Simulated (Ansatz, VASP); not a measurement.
**CdSe in VASP and in Ansatz**

```
Cd Se
1.0
     4.30000    0.00000    0.00000
    -2.15000    3.72391    0.00000
     0.00000    0.00000    7.02000
Cd Se
2 2
Direct
  0.66667 0.33333 0.50000
  0.33333 0.66667 0.00000
  0.66667 0.33333 0.88500
  0.33333 0.66667 0.38500
```

Alike in both runs: task relaxation of cell and atoms; functional PBEsol; k mesh 7 × 7 × 4; occupations fermi-dirac, width 0.05 eV; no spin polarisation.

```csv
,VASP,Ansatz
version,VASP 6.6.1,Ansatz 0.2.0
potentials or method,"VASP PAW PBE potentials, release 64 (Cd, Se), cutoff 600 eV","all-electron LAPW, scalar-relativistic"
```

Ansatz gave:

* relaxed volume (Å³/atom): 28.14
* relaxed cell length with the largest relative difference (Å): 4.302

**Question.** What did VASP give for the same quantities?

**Answer.** Relaxed volume (Å³/atom): 28.29; relaxed cell length with the largest relative difference (Å): 4.310.

VASP's potentials were made for PBE, not for PBEsol. Ansatz ran all-electron here, and VASP with PAW potentials.
